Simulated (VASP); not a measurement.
# BaTiO3 (R3m) in VASP: relaxation of the atoms with r2SCAN+U

Aim: the relaxation of the atoms of BaTiO3 with r2SCAN+U.

All numbers are computed with VASP 6.6.1; they aren't measurements. Logs are shortened: lines on timing, memory, paths and dates and some standing lists are left out, and cuts for length are marked.

### 1 The cell of the first run

The structure is trigonal, space group R3m (No. 160). Conventional cell: a = 5.844 Å, b = 5.844 Å, c = 7.172 Å, α = 90.00°, β = 90.00°, γ = 120.00°. Ba (site symmetry 3m) has 12 O at 2.85 to 3.01 Å and 8 Ti at 3.50 to 3.67 Å within 3.8 Å. Ti (site symmetry 3m) has 6 O at 1.92 to 2.22 Å within 2.5 Å. O (site symmetry m) has 2 Ti at 1.92 to 2.22 Å within 2.5 Å.

### 2 Relaxation of the atoms, r2SCAN+U (equal strain along all axes, cell held: +3.0 %)

POSCAR reads:

```
BaTiO3
1.0
    2.9219632063      1.6869962437      2.3905427628
   -2.9219632063      1.6869962437      2.3905427628
    0.0000000000     -3.3739924874      2.3905427628
Ba Ti O
1 1 3
Direct
    0.0020091225      0.0020091225      0.0020091225
    0.5140268344      0.5140268344      0.5140268344
    0.4887826182      0.9774998067      0.4887826182
    0.4887826182      0.4887826182      0.9774998067
    0.9774998067      0.4887826182      0.4887826182
```

INCAR.step1 reads:

```
  ALGO = Normal
  EDIFF = 1E-5
  EDIFFG = -0.01
  ENCUT = 580
  GGA = PE
  GGA_COMPAT = F
  IBRION = 2
  ISMEAR = 0
  KPAR = 4
  LASPH = T
  LCHARG = F
  LDAU = T
  LDAUJ = 0 0 0
  LDAUL = -1 2 -1
  LDAUTYPE = 2
  LDAUU = 0 4 0
  LMAXMIX = 4
  LREAL = F
  LWAVE = T
  NELM = 200
  NELMIN = 4
  NSW = 100
  PREC = Accurate
  SIGMA = 0.02
```

INCAR.step2 reads:

```
  ALGO = Normal
  EDIFF = 1E-7
  EDIFFG = -0.008
  ENCUT = 580
  GGA_COMPAT = F
  IBRION = 2
  ISIF = 2
  ISMEAR = 0
  ISTART = 1
  KPAR = 4
  LASPH = T
  LCHARG = F
  LDAU = T
  LDAUJ = 0 0 0
  LDAUL = -1 2 -1
  LDAUPRINT = 1
  LDAUTYPE = 2
  LDAUU = 0 4 0
  LMAXMIX = 4
  LMIXTAU = T
  LREAL = F
  LWAVE = F
  METAGGA = R2SCAN
  NELM = 200
  NELMIN = 4
  NSW = 60
  PREC = Accurate
  SIGMA = 0.02
```

KPOINTS reads:

```
k-points
0
Gamma
  6 6 6
```

Potentials or basis: VASP PAW PBE potentials, release 64 (Ba_sv, Ti_sv, O).

Command:

```console
> cat potpaw_PBE.64/Ba_sv/POTCAR potpaw_PBE.64/Ti_sv/POTCAR potpaw_PBE.64/O/POTCAR > POTCAR
> cp INCAR.step1 INCAR
> mpirun -np 4 vasp_std > vasp.out
> cp INCAR.step2 INCAR
> mpirun -np 4 vasp_std > vasp.out
```

OUTCAR:

```text
EDIFF = 1E-7
   EDIFFG = -0.008
   ENCUT = 580
   IBRION = 2
   ISIF = 2
   ISMEAR = 0
   ISTART = 1
   LASPH = T
   LREAL = F
   METAGGA = R2SCAN
   NELM = 200
   NELMIN = 4
   NSW = 60
   PREC = Accurate

 ion  position               nearest neighbor table
   1  0.002  0.002  0.002-   4 2.85   3 2.85   5 2.85   5 2.92   3 2.92   3 2.92   5 2.92   4 2.92
                             4 2.92   4 3.01   3 3.01   5 3.01   2 3.50   2 3.55   2 3.55   2 3.55
   2  0.514  0.514  0.514-   4 1.92   3 1.92   5 1.92   4 2.22   3 2.22   5 2.22   1 3.50   1 3.55
                             1 3.55   1 3.55   1 3.61   1 3.61   1 3.61   1 3.67
   3  0.489  0.977  0.489-   2 1.92   2 2.22   1 2.85   1 2.92   1 2.92   1 3.01
   4  0.489  0.489  0.977-   2 1.92   2 2.22   1 2.85   1 2.92   1 2.92   1 3.01
   5  0.977  0.489  0.489-   2 1.92   2 2.22   1 2.85   1 2.92   1 2.92   1 3.01

  LATTYP: Found a trigonal (rhomboedric) cell.
 ALAT       =     4.1350356717
 COS(alpha) =     0.0013323988

  Lattice vectors:

 A1 = (   2.9219632063,   1.6869962437,   2.3905427628)
 A2 = (  -2.9219632063,   1.6869962437,   2.3905427628)
 A3 = (   0.0000000000,  -3.3739924874,   2.3905427628)

Analysis of symmetry for initial positions (statically):
=====================================================================
 Subroutine PRICEL returns:
 Original cell was already a primitive cell.

 Routine SETGRP: Setting up the symmetry group for a
 trigonal (rhombohedral) supercell.

 Subroutine GETGRP returns: Found  6 space group operations
 (whereof  6 operations were pure point group operations)
 out of a pool of 12 trial point group operations.

The static configuration has the point symmetry C_3v.

Analysis of symmetry for dynamics (positions and initial velocities):
=====================================================================
 Subroutine PRICEL returns:
 Original cell was already a primitive cell.

 Routine SETGRP: Setting up the symmetry group for a
 trigonal (rhombohedral) supercell.

 Subroutine GETGRP returns: Found  6 space group operations
 (whereof  6 operations were pure point group operations)
 out of a pool of 12 trial point group operations.

The dynamic configuration has the point symmetry C_3v.

 Subroutine INISYM returns: Found  6 space group operations
 (whereof  6 operations are pure point group operations),
 and found     1 'primitive' translations

----------------------------------------------------------------------------------------

                                     Primitive cell

  volume of cell :      70.7028

  direct lattice vectors                    reciprocal lattice vectors
     2.921963206  1.686996244  2.390542763     0.171117829  0.098794925  0.139438348
    -2.921963206  1.686996244  2.390542763    -0.171117829  0.098794925  0.139438348
     0.000000000 -3.373992487  2.390542763     0.000000000 -0.197589849  0.139438348

  length of vectors
     4.135035672  4.135035672  4.135035672     0.241836311  0.241836311  0.241836311

  position of ions in fractional coordinates (direct lattice)
     0.002009122  0.002009122  0.002009122
     0.514026834  0.514026834  0.514026834
     0.488782618  0.977499807  0.488782618
     0.488782618  0.488782618  0.977499807
     0.977499807  0.488782618  0.488782618

  ion indices of the primitive-cell ions
   primitive index   ion index
                 1           1
                 2           2
                 3           3
                 4           4
                 5           5

----------------------------------------------------------------------------------------

 KPOINTS: k-points

Automatic generation of k-mesh.
 Grid dimensions read from file:
 generate k-points for:    6    6    6
[... 69 lines left out ...]
   NFREE  =      1    steps in history (QN), initial steepest desc. (CG)
   ISIF   =      2    stress and relaxation
   ISYM   =      2    0-nonsym 1-usesym 2-fastsym
   POTIM  = 0.5000    time-step for ionic-motion
   TEBEG  =    0.0;   TEEND  =   0.0 temperature during run
   PSTRESS=    0.0 pullay stress
   NELECT =      40.0000    total number of electrons
   NUPDOWN=      -1.0000    fix difference up-down
   EMIN   =  10.00;   EMAX   =-10.00  energy-range for DOS
   EFERMI =   0.00;   METHOD = LEGACY
   ISMEAR =     0;   SIGMA  =   0.02  broadening in eV -4-tet -1-fermi 0-gaus
   EFERMI_NEDOS =   21; number of points for ismear=-14 and -15
   IALGO  =     38    algorithm
   IMIX   =      4    mixing-type and parameters
     AMIX     =   0.40;   BMIX     =  1.00
     AMIX_MAG =   1.60;   BMIX_MAG =  1.00
  volume/ion in A,a.u.               =      14.14        95.43
  Fermi-wavevector in a.u.,A,eV,Ry     =   1.353992  2.558673 24.943467  1.833293
  Thomas-Fermi vector in A             =   2.481201
   LORBIT       =      0    0 simple, 1 ext, 2 COOP (PROOUT), +10 PAW based schemes
 LDA+U is selected, type is set to LDAUTYPE =  2
   angular momentum for each species LDAUL =    -1    2   -1
   U (eV)           for each species LDAUU =   0.0  4.0  0.0
   J (eV)           for each species LDAUJ =   0.0  0.0  0.0
   METAGGA = R2SCAN    functional components
   LHFCALC =     F    Hartree Fock is set to
   AEXX    =    0.0000 exact exchange contribution
   IVDW    =     0    specifies the selected vdW correction
   LEPSILON=     F    determine dielectric tensor
   LRPA    =     F    only Hartree local field effects (RPA)
 conjugate gradient relaxation of ions
 non-spin polarized calculation
 Gauss-broadening in eV      SIGMA  =   0.02
  energy-cutoff  :      580.00
  volume of cell :       70.70
 maximum number of plane-waves:      2272
   NGX = 17   NGY = 17   NGZ = 17

--------------------------------------- Ionic step        1  -------------------------------------------

 number of electron      39.9999993 magnetization

 Free energy of the ion-electron system (eV)
  ---------------------------------------------------
  ext. energy  EPLUGINS =         0.00000000
  ---------------------------------------------------
  free energy    TOTEN  =       -71.51521196 eV

  energy without entropy =      -71.51521196  energy(sigma->0) =      -71.51521196

------------------------ aborting loop because EDIFF is reached ----------------------------------------

  FORCE on cell =-STRESS in cart. coord.  units (eV):
  Direction    XX          YY          ZZ          XY          YZ          ZX
  --------------------------------------------------------------------------------------
  -------------------------------------------------------------------------------------
  Total       -3.4963900     -3.4963900     -3.1749337      0.0000000     -0.0000000     -0.0000000
  in kB      -79.2307608    -79.2307608    -71.9463257      0.0000000     -0.0000000     -0.0000000
  external PRESSURE =     -76.8026157 kB  Pullay stress =       0.0000000 kB
[... 293 lines left out ...]
  FREE ENERGIE OF THE ION-ELECTRON SYSTEM (eV)
  ---------------------------------------------------
  free  energy   TOTEN  =       -71.5200586501 eV

  energy  without entropy=      -71.5200586501  energy(sigma->0) =      -71.52005865

atom =   2  type =  2  l = 2

 onsite density matrix

spin component  1

  0.1463  0.0000  0.0000  0.0613  0.0000
  0.0000  0.1765 -0.0000 -0.0000  0.0613
  0.0000 -0.0000  0.0969  0.0000 -0.0000
  0.0613 -0.0000  0.0000  0.1765  0.0000
  0.0000  0.0613 -0.0000  0.0000  0.1463

spin component  2

  0.1463  0.0000  0.0000  0.0613  0.0000
  0.0000  0.1765 -0.0000 -0.0000  0.0613
  0.0000 -0.0000  0.0969  0.0000 -0.0000
  0.0613 -0.0000  0.0000  0.1765  0.0000
  0.0000  0.0613 -0.0000  0.0000  0.1463

 occupancies and eigenvectors

  o =  0.0969  v =  0.0000 -0.0000  1.0000  0.0000  0.0000  0.0000  0.0000  0.0000  0.0000  0.0000      0.0000  0.0000  0.0000  0.0000  0.0000  0.0000  0.0000  0.0000  0.0000  0.0000
  o =  0.0969  v =  0.0000  0.0000  0.0000  0.0000  0.0000  0.0000 -0.0000  1.0000  0.0000  0.0000      0.0000  0.0000  0.0000  0.0000  0.0000  0.0000  0.0000  0.0000  0.0000  0.0000
  o =  0.0982  v =  0.0000  0.6169  0.0000  0.0000 -0.7870  0.0000  0.0000  0.0000  0.0000  0.0000      0.0000  0.0000  0.0000  0.0000  0.0000  0.0000  0.0000  0.0000  0.0000  0.0000
  o =  0.0982  v =  0.0000  0.0000  0.0000  0.0000  0.0000  0.0000  0.6169  0.0000  0.0000 -0.7870      0.0000  0.0000  0.0000  0.0000  0.0000  0.0000  0.0000  0.0000  0.0000  0.0000
  o =  0.0982  v =  0.0000  0.0000  0.0000  0.0000  0.0000 -0.7870  0.0000  0.0000  0.6169  0.0000      0.0000  0.0000  0.0000  0.0000  0.0000  0.0000  0.0000  0.0000  0.0000  0.0000
  o =  0.0982  v = -0.7870  0.0000  0.0000  0.6169  0.0000  0.0000  0.0000  0.0000  0.0000  0.0000      0.0000  0.0000  0.0000  0.0000  0.0000  0.0000  0.0000  0.0000  0.0000  0.0000
  o =  0.2245  v =  0.0000  0.0000  0.0000  0.0000  0.0000  0.0000  0.7870 -0.0000  0.0000  0.6169      0.0000  0.0000  0.0000  0.0000  0.0000  0.0000  0.0000  0.0000  0.0000  0.0000
  o =  0.2245  v =  0.0000  0.7870 -0.0000  0.0000  0.6169  0.0000  0.0000  0.0000  0.0000  0.0000      0.0000  0.0000  0.0000  0.0000  0.0000  0.0000  0.0000  0.0000  0.0000  0.0000
  o =  0.2245  v = -0.6169  0.0000 -0.0000 -0.7870 -0.0000  0.0000  0.0000  0.0000  0.0000  0.0000      0.0000  0.0000  0.0000  0.0000  0.0000  0.0000  0.0000  0.0000  0.0000  0.0000
  o =  0.2245  v =  0.0000  0.0000  0.0000  0.0000  0.0000 -0.6169  0.0000 -0.0000 -0.7870 -0.0000      0.0000  0.0000  0.0000  0.0000  0.0000  0.0000  0.0000  0.0000  0.0000  0.0000

--------------------------------------- Ionic step        9  -------------------------------------------

 number of electron      39.9999985 magnetization

 Free energy of the ion-electron system (eV)
  ---------------------------------------------------
  ext. energy  EPLUGINS =         0.00000000
  ---------------------------------------------------
  free energy    TOTEN  =       -71.52012296 eV

  energy without entropy =      -71.52012296  energy(sigma->0) =      -71.52012296

 E-fermi :   3.0206     XC(G=0): -11.3638

 val. band max:        2.9024693663   @ k =   0.5000   0.5000   0.5000
 cond. band min:       5.7518628216   @ k =   0.0000   0.0000   0.0000
 fundamental gap:      2.8493934553
 Fermi energy:         3.0205767139

 k-point     1 :       0.0000    0.0000    0.0000
  band No.  band energies     occupation
      1     -57.2322      2.00000
      2     -32.3298      2.00000
      3     -32.3111      2.00000
      4     -32.3111      2.00000
      5     -22.8301      2.00000
      6     -14.7454      2.00000
[... 637 lines left out ...]
     23       7.2706      0.00000
     24       8.2130      0.00000

 [... further k-points ...]

------------------------ aborting loop because EDIFF is reached ----------------------------------------

  FORCE on cell =-STRESS in cart. coord.  units (eV):
  Direction    XX          YY          ZZ          XY          YZ          ZX
  --------------------------------------------------------------------------------------
  -------------------------------------------------------------------------------------
  Total       -3.9720500     -3.9720500     -3.7878534      0.0000000      0.0000000      0.0000000
  in kB      -90.0095651    -90.0095651    -85.8355350      0.0000000      0.0000000      0.0000000
  external PRESSURE =     -88.6182217 kB  Pullay stress =       0.0000000 kB
[... 20 lines left out ...]
  FREE ENERGIE OF THE ION-ELECTRON SYSTEM (eV)
  ---------------------------------------------------
  free  energy   TOTEN  =       -71.5201229578 eV

  energy  without entropy=      -71.5201229578  energy(sigma->0) =      -71.52012296

 reached required accuracy - stopping structural energy minimisation
```

Wall time 6.3 min (4 MPI ranks of Intel Xeon Platinum 8259CL at 2.50GHz (Skylake/Cascade Lake), shared host); peak memory 0.24 GiB.

Results:

| Property | Result |
| --- | --- |
| Free energy | -71.5201 eV |
| Energy gained by relaxing | 1.0 meV/atom |
| Ionic steps | 9 |
| Pressure after relaxing | -8.9 GPa |
| Largest force after relaxing | 0.005 eV/Å |
| Band gap on the k mesh | 2.85 eV (least direct gap 3.29 eV) |

Forces on the atoms (eV/Å):
```
Ba   0.000  0.000 -0.005
Ti   0.000  0.000  0.002
O   -0.005  0.003  0.001
O    0.000 -0.005  0.001
O    0.005  0.003  0.001
```

Stress tensor (GPa, compression positive):
```
-9.00  0.00  0.00
 0.00 -9.00  0.00
 0.00  0.00 -8.58
```

Step by step:
```
step  energy change (eV)  largest force (eV/Å)  pressure (GPa)
   1              0.0000                0.2538           -7.68
   2             -0.0035                0.1185           -8.28
   3             -0.0044                0.0565           -8.93
   4             -0.0045                0.0488           -8.80
   5             -0.0045                0.0474           -8.78
   6             -0.0047                0.0371           -8.80
   7             -0.0048                0.0217           -8.83
   8             -0.0048                0.0210           -8.82
   9             -0.0049                0.0054           -8.86
```

Final structure:
```xyz
5
Lattice="2.9220 1.6870 2.3905 -2.9220 1.6870 2.3905 0.0000 -3.3740 2.3905" Properties=species:S:1:pos:R:3 pbc="T T T"
Ba    0.0000    0.0000    0.0061
Ti    0.0000    0.0000    3.6597
O    -1.4323    0.8269    4.6853
O     0.0000   -1.6538    4.6853
O     1.4323    0.8269    4.6853
```

Levels at points of the mesh, in eV from the valence-band top:
| k point | band 16 | band 17 | band 18 | band 19 | band 20 | band 21 | band 22 | band 23 | band 24 |
| --- | --- | --- | --- | --- | --- | --- | --- | --- | --- |
| (0.00, 0.00, 0.00) | -1.13 | -0.97 | -0.48 | -0.44 | -0.44 | 2.85 | 2.85 | 2.90 | 4.05 |
| (0.50, 0.00, 0.00) | -1.81 | -1.52 | -1.50 | -0.92 | -0.89 | 2.98 | 4.01 | 4.05 | 4.14 |
| (0.50, 0.50, 0.00) | -2.33 | -1.87 | -0.94 | -0.91 | -0.08 | 4.11 | 4.12 | 4.47 | 4.59 |
| (0.50, 0.50, 0.50) | -2.34 | -2.31 | -0.02 | -0.02 | 0.00 | 4.56 | 4.67 | 4.67 | 6.70 |

Eigenvalues of the final occupation matrices:
```
    site  spin  trace               eigenvalues
site 2 d     1   0.74  0.10 0.10 0.10 0.22 0.22
site 2 d     2   0.74  0.10 0.10 0.10 0.22 0.22
```

Caveat: the cell differs from its parent crystal (equal strain along all axes, cell held: +3.0 %); the PAW data sets were made with another functional, which shifts forces and pressure a little; spin-orbit coupling is left out, which moves the levels of the heavy elements.
